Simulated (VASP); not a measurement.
# GaN (kx) (Fm-3m) in VASP: single point with LDA

Aim: the single point of GaN (kx) with LDA.

All numbers are computed with VASP 6.6.1; they aren't measurements. Logs are shortened: lines on timing, memory, paths and dates and some standing lists are left out, and cuts for length are marked.

### Step 1. The cell of the first run

Symmetry: Fm-3m, No. 225, cubic system. The conventional cell has a = 4.270 Å, b = 4.270 Å, c = 4.270 Å, α = 90.00°, β = 90.00°, γ = 90.00°. Within 2.8 Å of Ga (site symmetry m-3m) lie 6 N at 2.14 Å. N (site symmetry m-3m) has 6 Ga at 2.14 Å within 2.8 Å.

### Step 2. Single point, LDA

Contents of INCAR:

```
PREC = Accurate ; ENCUT = 600
EDIFF = 1E-6 ; ISMEAR = 0
SIGMA = 0.01 ; LREAL = False
LASPH = True ; NELM = 120
ALGO = Normal ; ISIF = 2
LWAVE = False ; LCHARG = False
NBANDS = 16 ; GGA_COMPAT = False
```

Contents of KPOINTS:

```
regular mesh
0
Gamma
  14 14 14
```

Contents of POSCAR:

```
GaN
1.0
    0.0000000000      2.1352350000      2.1352350000
    2.1352350000      0.0000000000      2.1352350000
    2.1352350000      2.1352350000      0.0000000000
Ga N
1 1
Direct
    0.0000000000      0.0000000000      0.0000000000
    0.5000000000      0.5000000000      0.5000000000
```

Potentials or basis: VASP PAW LDA potentials, release 64 (Ga_d, N).

Run with:

```bash
cat potpaw_LDA.64/Ga_d/POTCAR potpaw_LDA.64/N/POTCAR > POTCAR
mpirun -np 1 vasp_std > vasp.out
```

OUTCAR:

```text
PREC = Accurate
   ENCUT = 600
   EDIFF = 1E-6
   ISMEAR = 0
   LREAL = False
   LASPH = True
   NELM = 120
   ISIF = 2

 ion  position               nearest neighbor table
   1  0.000  0.000  0.000-   2 2.14   2 2.14   2 2.14   2 2.14   2 2.14   2 2.14
   2  0.500  0.500  0.500-   1 2.14   1 2.14   1 2.14   1 2.14   1 2.14   1 2.14

  LATTYP: Found a face centered cubic cell.
 ALAT       =     4.2704700000

  Lattice vectors:

 A1 = (   0.0000000000,   2.1352350000,   2.1352350000)
 A2 = (   2.1352350000,   0.0000000000,   2.1352350000)
 A3 = (   2.1352350000,   2.1352350000,   0.0000000000)

Analysis of symmetry for initial positions (statically):
=====================================================================
 Subroutine PRICEL returns:
 Original cell was already a primitive cell.

 Routine SETGRP: Setting up the symmetry group for a
 face centered cubic supercell.

 Subroutine GETGRP returns: Found 48 space group operations
 (whereof 48 operations were pure point group operations)
 out of a pool of 48 trial point group operations.

The static configuration has the point symmetry O_h .

Analysis of symmetry for dynamics (positions and initial velocities):
=====================================================================
 Subroutine PRICEL returns:
 Original cell was already a primitive cell.

 Routine SETGRP: Setting up the symmetry group for a
 face centered cubic supercell.

 Subroutine GETGRP returns: Found 48 space group operations
 (whereof 48 operations were pure point group operations)
 out of a pool of 48 trial point group operations.

The dynamic configuration has the point symmetry O_h .

 Subroutine INISYM returns: Found 48 space group operations
 (whereof 48 operations are pure point group operations),
 and found     1 'primitive' translations

----------------------------------------------------------------------------------------

                                     Primitive cell

  volume of cell :      19.4700

  direct lattice vectors                    reciprocal lattice vectors
     0.000000000  2.135235000  2.135235000    -0.234166263  0.234166263  0.234166263
     2.135235000  0.000000000  2.135235000     0.234166263 -0.234166263  0.234166263
     2.135235000  2.135235000  0.000000000     0.234166263  0.234166263 -0.234166263

  length of vectors
     3.019678296  3.019678296  3.019678296     0.405587864  0.405587864  0.405587864

  position of ions in fractional coordinates (direct lattice)
     0.000000000  0.000000000  0.000000000
     0.500000000  0.500000000  0.500000000

  ion indices of the primitive-cell ions
   primitive index   ion index
                 1           1
                 2           2

----------------------------------------------------------------------------------------

 KPOINTS: regular mesh

Automatic generation of k-mesh.
 Grid dimensions read from file:
 generate k-points for:   14   14   14

 Generating k-lattice:

  Cartesian coordinates                     Fractional coordinates (reciprocal lattice)
    -0.016726162  0.016726162  0.016726162     0.071428571  0.000000000  0.000000000
     0.016726162 -0.016726162  0.016726162     0.000000000  0.071428571  0.000000000
     0.016726162  0.016726162 -0.016726162     0.000000000  0.000000000  0.071428571

  Length of vectors
     0.028970562  0.028970562  0.028970562

  Shift w.r.t. Gamma in fractional coordinates (k-lattice)
     0.000000000  0.000000000  0.000000000

 Subroutine IBZKPT returns following result:
 ===========================================

 Found    104 irreducible k-points:

 Following reciprocal coordinates:
            Coordinates               Weight
  0.000000  0.000000  0.000000      1.000000
  0.071429  0.000000  0.000000      8.000000
  0.142857  0.000000  0.000000      8.000000
  0.214286  0.000000  0.000000      8.000000
  0.285714  0.000000  0.000000      8.000000
  0.357143  0.000000  0.000000      8.000000
[... 16 lines left out ...]
  0.214286  0.142857  0.000000     24.000000
  0.285714  0.142857  0.000000     24.000000
 [... further k-points ...]
   k-points           NKPTS =    104   k-points in BZ     NKDIM =    104   number of bands    NBANDS=     16
   number of dos      NEDOS =    301   number of ions     NIONS =      2
   total plane-waves  NPLWV =  13824
   dimension x,y,z NGX =    24 NGY =   24 NGZ =   24
   dimension x,y,z NGXF=    48 NGYF=   48 NGZF=   48
   ions per type =               1   1
   NGX,Y,Z   is equivalent  to a cutoff of  13.21, 13.21, 13.21 a.u.
   NGXF,Y,Z  is equivalent  to a cutoff of  26.43, 26.43, 26.43 a.u.
 SYSTEM =  unknown system
   PREC   = accura    normal or accurate (medium, high low for compatibility)
   ISTART =      0    job   : 0-new  1-cont  2-samecut
   ICHARG =      2    charge: 1-file 2-atom 10-const
   ISPIN  =      1    spin polarized calculation?
   LNONCOLLINEAR =      F non collinear calculations
   LSORBIT =      F    spin-orbit coupling
   LASPH  =      T    aspherical Exc in radial PAW
   ENCUT  =  600.0 eV  44.10 Ry    6.64 a.u.   6.03  6.03  6.03*2*pi/ulx,y,z
   NELM   =    120;   NELMIN=  2; NELMDL= -5     # of ELM steps
   EDIFF  = 0.1E-05   stopping-criterion for ELM
   LREAL  =      F    real-space projection
[... 7 lines left out ...]
   TEBEG  =    0.0;   TEEND  =   0.0 temperature during run
   PSTRESS=    0.0 pullay stress
   NELECT =      18.0000    total number of electrons
   NUPDOWN=      -1.0000    fix difference up-down
   EMIN   =  10.00;   EMAX   =-10.00  energy-range for DOS
   EFERMI =   0.00;   METHOD = LEGACY
   ISMEAR =     0;   SIGMA  =   0.01  broadening in eV -4-tet -1-fermi 0-gaus
   EFERMI_NEDOS =   21; number of points for ismear=-14 and -15
   IALGO  =     38    algorithm
   IMIX   =      4    mixing-type and parameters
     AMIX     =   0.40;   BMIX     =  1.00
     AMIX_MAG =   1.60;   BMIX_MAG =  1.00
  volume/ion in A,a.u.               =       9.74        65.70
  Fermi-wavevector in a.u.,A,eV,Ry     =   1.594814  3.013761 34.605481  2.543431
  Thomas-Fermi vector in A             =   2.692830
   LORBIT       =      0    0 simple, 1 ext, 2 COOP (PROOUT), +10 PAW based schemes
   GGA     = CA    functional components
   LHFCALC =     F    Hartree Fock is set to
   AEXX    =    0.0000 exact exchange contribution
   IVDW    =     0    specifies the selected vdW correction
   LEPSILON=     F    determine dielectric tensor
   LRPA    =     F    only Hartree local field effects (RPA)
 non-spin polarized calculation
 Gauss-broadening in eV      SIGMA  =   0.01
  energy-cutoff  :      600.00
  volume of cell :       19.47
 maximum number of plane-waves:       663
   NGX = 13   NGY = 13   NGZ = 13

 number of electron      18.0000005 magnetization

 Free energy of the ion-electron system (eV)
  ---------------------------------------------------
  ext. energy  EPLUGINS =         0.00000000
  ---------------------------------------------------
  free energy    TOTEN  =       -13.03896558 eV

  energy without entropy =      -13.03896558  energy(sigma->0) =      -13.03896558

 E-fermi :   7.4109     XC(G=0): -13.3026

 val. band max:        7.2936591722   @ k =  -0.2143   0.1429   0.0000
 cond. band min:       7.5145268464   @ k =   0.5000   0.5000   0.0000
 fundamental gap:      0.2208676742
 Fermi energy:         7.4109283716

 k-point     1 :       0.0000    0.0000    0.0000
  band No.  band energies     occupation
      1      -9.6006      2.00000
      2      -6.8149      2.00000
      3      -6.8149      2.00000
      4      -6.8149      2.00000
      5      -6.7252      2.00000
      6      -6.7252      2.00000
[... 8 lines left out ...]
     15      22.3815      0.00000
     16      22.3815      0.00000

 k-point     2 :       0.0714    0.0000    0.0000
  band No.  band energies     occupation
      1      -9.5024      2.00000
      2      -6.8183      2.00000
      3      -6.8093      2.00000
      4      -6.8093      2.00000
      5      -6.7319      2.00000
      6      -6.7319      2.00000
[... 8 lines left out ...]
     15      22.6235      0.00000
     16      22.6235      0.00000

 k-point     3 :       0.1429    0.0000    0.0000
  band No.  band energies     occupation
      1      -9.2129      2.00000
      2      -6.8275      2.00000
      3      -6.8058      2.00000
      4      -6.8058      2.00000
      5      -6.7383      2.00000
      6      -6.7383      2.00000
[... 8 lines left out ...]
     15      23.2262      0.00000
     16      23.2262      0.00000

 k-point     4 :       0.2143    0.0000    0.0000
  band No.  band energies     occupation
      1      -8.7486      2.00000
      2      -6.8392      2.00000
      3      -6.8322      2.00000
      4      -6.8322      2.00000
      5      -6.7156      2.00000
      6      -6.7156      2.00000
[... 8 lines left out ...]
     15      24.1776      0.00000
     16      24.1776      0.00000

 k-point     5 :       0.2857    0.0000    0.0000
  band No.  band energies     occupation
      1      -8.1472      2.00000
      2      -6.8744      2.00000
      3      -6.8744      2.00000
      4      -6.8468      2.00000
      5      -6.6769      2.00000
      6      -6.6769      2.00000
[... 8 lines left out ...]
     15      25.4539      0.00000
     16      25.4539      0.00000

 k-point     6 :       0.3571    0.0000    0.0000
  band No.  band energies     occupation
      1      -7.4962      2.00000
      2      -6.9146      2.00000
      3      -6.9146      2.00000
      4      -6.8307      2.00000
      5      -6.6393      2.00000
      6      -6.6393      2.00000
[... 8 lines left out ...]
     15      27.0034      0.00000
     16      27.0034      0.00000

 k-point     7 :       0.4286    0.0000    0.0000
  band No.  band energies     occupation
      1      -7.0603      2.00000
      2      -6.9427      2.00000
      3      -6.9427      2.00000
      4      -6.6740      2.00000
      5      -6.6126      2.00000
      6      -6.6126      2.00000
[... 8 lines left out ...]
     15      28.7031      0.00000
     16      28.7031      0.00000

 k-point     8 :       0.5000    0.0000    0.0000
  band No.  band energies     occupation
      1      -6.9912      2.00000
      2      -6.9527      2.00000
      3      -6.9527      2.00000
      4      -6.6030      2.00000
      5      -6.6030      2.00000
      6      -6.4869      2.00000
[... 8 lines left out ...]
     15      29.8342      0.00000
     16      29.8342      0.00000

 k-point     9 :       0.0714    0.0714    0.0000
  band No.  band energies     occupation
      1      -9.4711      2.00000
      2      -6.8231      2.00000
      3      -6.8046      2.00000
      4      -6.8046      2.00000
      5      -6.7481      2.00000
      6      -6.7201      2.00000
[... 8 lines left out ...]
     15      23.8196      0.00000
     16      23.8196      0.00000
[... 172 lines left out ...]
 k-point    19 :      -0.2143    0.0714    0.0000
  band No.  band energies     occupation
      1      -8.5004      2.00000
      2      -6.8558      2.00000
      3      -6.8502      2.00000
      4      -6.8320      2.00000
      5      -6.7279      2.00000
      6      -6.6511      2.00000
[... 8 lines left out ...]
     15      23.6670      0.00000
     16      25.8480      0.00000

 k-point    20 :      -0.1429    0.0714    0.0000
  band No.  band energies     occupation
      1      -8.9989      2.00000
      2      -6.8353      2.00000
      3      -6.8134      2.00000
      4      -6.8066      2.00000
      5      -6.7645      2.00000
      6      -6.6966      2.00000
[... 8 lines left out ...]
     15      23.1388      0.00000
     16      24.7725      0.00000

 k-point    21 :      -0.0714    0.0714    0.0000
  band No.  band energies     occupation
      1      -9.3418      2.00000
      2      -6.8250      2.00000
      3      -6.8036      2.00000
      4      -6.8001      2.00000
      5      -6.7577      2.00000
      6      -6.7209      2.00000
[... 8 lines left out ...]
     15      22.9970      0.00000
     16      23.8518      0.00000

 k-point    22 :       0.1429    0.1429    0.0000
  band No.  band energies     occupation
      1      -9.1088      2.00000
      2      -6.8462      2.00000
      3      -6.7856      2.00000
      4      -6.7745      2.00000
      5      -6.7745      2.00000
      6      -6.7059      2.00000
[... 8 lines left out ...]
     15      26.0069      0.00000
     16      26.0069      0.00000

 k-point    23 :       0.2143    0.1429    0.0000
  band No.  band energies     occupation
      1      -8.8070      2.00000
      2      -6.8598      2.00000
      3      -6.8020      2.00000
      4      -6.7659      2.00000
      5      -6.7290      2.00000
      6      -6.6903      2.00000
[... 8 lines left out ...]
     15      26.4262      0.00000
     16      26.8456      0.00000

 k-point    24 :       0.2857    0.1429    0.0000
  band No.  band energies     occupation
      1      -8.3911      2.00000
      2      -6.8728      2.00000
      3      -6.8095      2.00000
      4      -6.7860      2.00000
      5      -6.6578      2.00000
      6      -6.6316      2.00000
[... 8 lines left out ...]
     15      26.5195      0.00000
     16      27.5934      0.00000

 [... further k-points ...]
[... 5 lines left out ...]
  --------------------------------------------------------------------------------------
  -------------------------------------------------------------------------------------
  Total       -1.5242083     -1.5242083     -1.5242083      0.0000000     -0.0000000      0.0000000
  in kB     -125.4260901   -125.4260901   -125.4260901      0.0000000     -0.0000000      0.0000000
  external PRESSURE =    -125.4260901 kB  Pullay stress =       0.0000000 kB

 VOLUME and BASIS-vectors are now :
 -----------------------------------------------------------------------------
  energy-cutoff  :      600.00
  volume of cell :       19.47
      direct lattice vectors                 reciprocal lattice vectors
     0.000000000  2.135235000  2.135235000    -0.234166263  0.234166263  0.234166263
     2.135235000  0.000000000  2.135235000     0.234166263 -0.234166263  0.234166263
     2.135235000  2.135235000  0.000000000     0.234166263  0.234166263 -0.234166263

 POSITION                                       TOTAL-FORCE (eV/Angst)
 -----------------------------------------------------------------------------------
      0.00000      0.00000      0.00000         0.000000      0.000000      0.000000
      2.13524      2.13524      2.13524        -0.000000     -0.000000     -0.000000
 -----------------------------------------------------------------------------------
    total drift:                                0.000000     -0.000000     -0.000000

  FREE ENERGIE OF THE ION-ELECTRON SYSTEM (eV)
  ---------------------------------------------------
  free  energy   TOTEN  =       -13.0389655850 eV

  energy  without entropy=      -13.0389655850  energy(sigma->0) =      -13.03896558
```

Run time: 9.2 s. Hardware: 1 thread of Intel Xeon 6975P-C (Granite Rapids), shared host; peak memory 0.15 GiB.

Results:

```yaml
Free_energy: -13.0390 eV
Pressure: -12.5 GPa
Band_gap_on_the_k_mesh: 0.22 eV, indirect (least direct gap 2.45 eV)
```

Levels at points of the mesh, in eV from the valence-band top:
| k point | band 5 | band 6 | band 7 | band 8 | band 9 | band 10 | band 11 | band 12 | band 13 | band 14 |
| --- | --- | --- | --- | --- | --- | --- | --- | --- | --- | --- |
| (0.00, 0.00, 0.00) | -14.02 | -14.02 | -0.50 | -0.50 | -0.50 | 1.95 | 14.47 | 14.47 | 14.47 | 15.09 |
| (0.50, 0.00, 0.00) | -13.90 | -13.78 | -8.18 | -0.17 | -0.17 | 4.53 | 8.71 | 8.71 | 8.83 | 15.93 |
| (0.50, 0.50, 0.00) | -13.85 | -10.93 | -6.94 | -2.97 | -2.97 | 0.22 | 7.73 | 11.46 | 13.87 | 13.87 |

A k mesh can miss the band edges.
